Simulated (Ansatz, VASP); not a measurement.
## HfN in VASP and in Ansatz

File INCAR:

```
SYSTEM = HfN
PREC = Accurate
ENCUT = 520
EDIFF = 1E-8
ISMEAR = -1
SIGMA = 0.03
LREAL = .False.
LASPH = .True.
NELM = 100
ALGO = Normal
ISIF = 2
LWAVE = .False.
LCHARG = .False.
GGA = PE
LEFG = .True.
NBANDS = 14
```

The input KPOINTS:

```
regular mesh
0
Gamma
  10 10 10
  0 0 0
```

The input POSCAR:

```
HfN
1.0
    0.0000000000      2.3267700000      2.2590000000
    2.3267700000      0.0000000000      2.2590000000
    2.3267700000      2.3267700000      0.0000000000
Hf N
1 1
Direct
    0.0000000000      0.0000000000      0.0000000000
    0.5000000000      0.5000000000      0.5000000000
```

Input for Ansatz:

```yaml
crystal:
  lattice:
    - [0.0, 2.32677, 2.259]
    - [2.32677, 0.0, 2.259]
    - [2.32677, 2.32677, 0.0]
  atoms:
    - { symbol: Hf, position: [0.0, 0.0, 0.0] }
    - { symbol: "N", position: [0.5, 0.5, 0.5] }
kpoints:
  mp_grid: { grid: [10, 10, 10] }
scf:
  occupations: { method: fermi_dirac, width: 0.03 }
hamiltonian:
  xc: pbe
  pseudopotentials: { kind: all_electron, datasets: crystal }
output:
  forces: true
  stress: true
  eigenvalues: true
  efg: { contact_densities: true }
```

Change from the starting cell: equal xx and yy strain of +3 %, crystal datasets.

Alike in both runs: task electric field gradients; functional PBE; k mesh 10 × 10 × 10; occupations fermi-dirac, width 0.03 eV; no spin polarisation.

|  | VASP | Ansatz |
| --- | --- | --- |
| version | VASP 6.6.1 | Ansatz 0.2.0 |
| potentials or method | VASP PAW PBE potentials, release 64 (Hf_pv, N), cutoff 520 eV | all-electron PAW with datasets made for the crystal, scalar-relativistic |

|  | VASP | Ansatz | Ansatz less VASP |
| --- | --- | --- | --- |
| pressure (GPa) | -11.2 | -9.0 | +2.25 |
| traceless stress, the component that is largest in VASP (GPa) | 6.86 | 6.99 | +0.124 |
| size of Vzz on the site where it differs most (V/Å²) | 106.0 | 124.4 | +18.44 |

Ansatz ran all-electron here, and VASP with PAW potentials.

Neither program's run includes spin-orbit coupling.
